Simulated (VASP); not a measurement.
# InF7 (Fm-3m) in VASP: further runs

InF7 is run at these levels: PBE; tasks: single point, relaxation of cell and atoms.

Program: VASP 6.6.1. These are calculated values, not measurements. Logs are shortened: lines on timing, memory, paths and dates and some standing lists are left out, and cuts for length are marked.

## (1) The cell of the first run

It takes space group Fm-3m (No. 225, cubic). The conventional cell has a = 6.884 Å, b = 6.884 Å, c = 6.884 Å, α = 90.00°, β = 90.00°, γ = 90.00°. Within 3.2 Å of In (site symmetry m-3m) lie 12 F at 2.43 Å. Within 3.2 Å of F (site symmetry mmm) lie 2 In at 2.43 Å and 10 F at 2.43 Å. Within 3.2 Å of F (site symmetry m-3m) lie 12 F at 2.43 Å.

## (2) Single point, PBE

INCAR reads:

```
ALGO = Normal
EDIFF = 1E-6
ENCUT = 520
GGA = PE
ISIF = 2
ISMEAR = 0
LASPH = T
LCHARG = T
LELF = T
LREAL = F
LVHAR = T
LWAVE = F
NBANDS = 41
NELM = 100
PREC = Accurate
SIGMA = 0.1
```

KPOINTS reads:

```
k-points
0
Gamma
  4 4 4
```

POSCAR reads:

```
InF7
1.0
    0.0000000000      3.4418707373      3.4418707373
    3.4418707373      0.0000000000      3.4418707373
    3.4418707373      3.4418707373      0.0000000000
In F
1 7
Direct
    0.0000000000      0.0000000000      0.0000000000
    0.0000000000      0.0000000000      0.5000000000
    0.5000000000      0.0000000000      0.5000000000
    0.0000000000      0.5000000000      0.5000000000
    0.5000000000      0.5000000000      0.0000000000
    0.0000000000      0.5000000000      0.0000000000
    0.5000000000      0.0000000000      0.0000000000
    0.5000000000      0.5000000000      0.5000000000
```

Potentials or basis: VASP PAW PBE potentials, release 64 (In_d, F).

Launch:

```console
$ cat potpaw_PBE.64/In_d/POTCAR potpaw_PBE.64/F/POTCAR > POTCAR
$ mpirun -np 1 vasp_std > vasp.out
```

OUTCAR:

```text
EDIFF = 1E-6
   ENCUT = 520
   GGA = PE
   ISIF = 2
   ISMEAR = 0
   LASPH = T
   LREAL = F
   NELM = 100
   PREC = Accurate

 ion  position               nearest neighbor table
   1  0.000  0.000  0.000-   2 2.43   6 2.43   7 2.43   2 2.43   3 2.43   4 2.43   4 2.43   5 2.43
                             6 2.43   3 2.43   5 2.43   7 2.43
   2  0.000  0.000  0.500-   1 2.43   1 2.43
   3  0.500  0.000  0.500-   1 2.43   1 2.43
   4  0.000  0.500  0.500-   1 2.43   1 2.43
   5  0.500  0.500  0.000-   1 2.43   1 2.43
   6  0.000  0.500  0.000-   1 2.43   1 2.43
   7  0.500  0.000  0.000-   1 2.43   1 2.43
   8  0.500  0.500  0.500-

  LATTYP: Found a face centered cubic cell.
 ALAT       =     6.8837414746

  Lattice vectors:

 A1 = (   0.0000000000,   3.4418707373,   3.4418707373)
 A2 = (   3.4418707373,   0.0000000000,   3.4418707373)
 A3 = (   3.4418707373,   3.4418707373,   0.0000000000)

Analysis of symmetry for initial positions (statically):
=====================================================================
 Subroutine PRICEL returns:
 Original cell was already a primitive cell.

 Routine SETGRP: Setting up the symmetry group for a
 face centered cubic supercell.

 Subroutine GETGRP returns: Found 48 space group operations
 (whereof 48 operations were pure point group operations)
 out of a pool of 48 trial point group operations.

The static configuration has the point symmetry O_h .

Analysis of symmetry for dynamics (positions and initial velocities):
=====================================================================
 Subroutine PRICEL returns:
 Original cell was already a primitive cell.

 Routine SETGRP: Setting up the symmetry group for a
 face centered cubic supercell.

 Subroutine GETGRP returns: Found 48 space group operations
 (whereof 48 operations were pure point group operations)
 out of a pool of 48 trial point group operations.

The dynamic configuration has the point symmetry O_h .

 Subroutine INISYM returns: Found 48 space group operations
 (whereof 48 operations are pure point group operations),
 and found     1 'primitive' translations

[... 88 lines left out ...]
   NELM   =    100;   NELMIN=  2; NELMDL= -5     # of ELM steps
   EDIFF  = 0.1E-05   stopping-criterion for ELM
   LREAL  =      F    real-space projection
   EDIFFG = 0.1E-04   stopping-criterion for IOM
   NSW    =      0    number of steps for IOM
   IBRION =     -1    ionic relax: 0-MD 1-quasi-New 2-CG
   NFREE  =      0    steps in history (QN), initial steepest desc. (CG)
   ISIF   =      2    stress and relaxation
   ISYM   =      2    0-nonsym 1-usesym 2-fastsym
   POTIM  = 0.5000    time-step for ionic-motion
   TEBEG  =    0.0;   TEEND  =   0.0 temperature during run
   PSTRESS=    0.0 pullay stress
   NELECT =      62.0000    total number of electrons
   NUPDOWN=      -1.0000    fix difference up-down
   EMIN   =  10.00;   EMAX   =-10.00  energy-range for DOS
   EFERMI =   0.00;   METHOD = LEGACY
   ISMEAR =     0;   SIGMA  =   0.10  broadening in eV -4-tet -1-fermi 0-gaus
   EFERMI_NEDOS =   21; number of points for ismear=-14 and -15
   IALGO  =     38    algorithm
   IMIX   =      4    mixing-type and parameters
     AMIX     =   0.40;   BMIX     =  1.00
     AMIX_MAG =   1.60;   BMIX_MAG =  1.00
  volume/ion in A,a.u.               =      10.19        68.79
  Fermi-wavevector in a.u.,A,eV,Ry     =   1.494173  2.823577 30.375721  2.232552
  Thomas-Fermi vector in A             =   2.606480
   LORBIT       =      0    0 simple, 1 ext, 2 COOP (PROOUT), +10 PAW based schemes
   GGA     = PE    functional components
   LHFCALC =     F    Hartree Fock is set to
   AEXX    =    0.0000 exact exchange contribution
   IVDW    =     0    specifies the selected vdW correction
   LEPSILON=     F    determine dielectric tensor
   LRPA    =     F    only Hartree local field effects (RPA)
 non-spin polarized calculation
 Gauss-broadening in eV      SIGMA  =   0.10
  energy-cutoff  :      520.00
  volume of cell :       81.55
 maximum number of plane-waves:      2209
   NGX = 19   NGY = 19   NGZ = 19

 number of electron      61.9999989 magnetization

 Free energy of the ion-electron system (eV)
  ---------------------------------------------------
  ext. energy  EPLUGINS =         0.00000000
  ---------------------------------------------------
  free energy    TOTEN  =       -19.28289765 eV

  energy without entropy =      -19.19021398  energy(sigma->0) =      -19.23655581

 E-fermi :   0.3923     XC(G=0): -11.0068

 val. band max:        0.3687857406   @ k =  -0.2500   0.5000   0.2500
 cond. band min:       0.4083601215   @ k =   0.2500   0.0000   0.0000
 fundamental gap:      0.0395743809
 Fermi energy:         0.3922753696

 k-point     1 :       0.0000    0.0000    0.0000
  band No.  band energies     occupation
      1     -21.4508      2.00000
      2     -19.9757      2.00000
      3     -19.9757      2.00000
      4     -19.9757      2.00000
      5     -19.4993      2.00000
      6     -19.4235      2.00000
[... 341 lines left out ...]
     40      19.0072      0.00000
     41      19.0246      0.00000

------------------------ aborting loop because EDIFF is reached ----------------------------------------

  FORCE on cell =-STRESS in cart. coord.  units (eV):
  Direction    XX          YY          ZZ          XY          YZ          ZX
  --------------------------------------------------------------------------------------
  -------------------------------------------------------------------------------------
  Total       -0.2075727     -0.2075727     -0.2075727     -0.0000000     -0.0000000      0.0000000
  in kB       -4.0781879     -4.0781879     -4.0781879     -0.0000000     -0.0000000      0.0000000
  external PRESSURE =      -4.0781879 kB  Pullay stress =       0.0000000 kB

 VOLUME and BASIS-vectors are now :
 -----------------------------------------------------------------------------
  energy-cutoff  :      520.00
  volume of cell :       81.55
      direct lattice vectors                 reciprocal lattice vectors
     0.000000000  3.441870737  3.441870737    -0.145269837  0.145269837  0.145269837
     3.441870737  0.000000000  3.441870737     0.145269837 -0.145269837  0.145269837
     3.441870737  3.441870737  0.000000000     0.145269837  0.145269837 -0.145269837

 POSITION                                       TOTAL-FORCE (eV/Angst)
 -----------------------------------------------------------------------------------
      0.00000      0.00000      0.00000         0.000000      0.000000     -0.000000
      1.72094      1.72094      0.00000        -0.000000      0.000000      0.000000
      1.72094      3.44187      1.72094         0.000000      0.000000      0.000000
      3.44187      1.72094      1.72094        -0.000000     -0.000000     -0.000000
      1.72094      1.72094      3.44187         0.000000     -0.000000     -0.000000
      1.72094      0.00000      1.72094        -0.000000     -0.000000     -0.000000
      0.00000      1.72094      1.72094         0.000000      0.000000     -0.000000
      3.44187      3.44187      3.44187         0.000000      0.000000      0.000000
 -----------------------------------------------------------------------------------
    total drift:                                0.000000      0.000000      0.000000

  FREE ENERGIE OF THE ION-ELECTRON SYSTEM (eV)
  ---------------------------------------------------
  free  energy   TOTEN  =       -19.2828976455 eV

  energy  without entropy=      -19.1902139807  energy(sigma->0) =      -19.23655581
```

Run time: 43 s. Hardware: 1 thread of AMD EPYC 9R14 (Zen 4), shared host; peak memory 0.18 GiB.

Results:

```yaml
Free_energy: -19.2829 eV
Pressure: -0.4 GPa
Band_gap_on_the_k_mesh: zero (band 31 reaches 0.77 eV, above the bottom of band 32 at 0.33 eV)
```

Levels at points of the mesh, in eV from the Fermi level:
```csv
k point,band 27,band 28,band 29,band 30,band 31,band 32,band 33,band 34,band 35,band 36
"(0.00, 0.00, 0.00)",-0.08,-0.08,0.11,0.11,0.38,0.38,0.38,0.98,12.60,12.60
"(0.50, 0.00, 0.00)",-0.46,-0.46,-0.37,-0.03,-0.03,0.26,0.26,3.93,9.06,11.41
"(0.50, 0.50, 0.00)",-1.21,-0.27,-0.27,-0.10,-0.07,-0.07,0.09,4.68,8.92,10.74
```

Caveat: the k points lie up to 0.40 Å⁻¹ apart; spin-orbit coupling is left out, which moves the levels of the heavy elements.

(Part 1 of 2 ends here.)
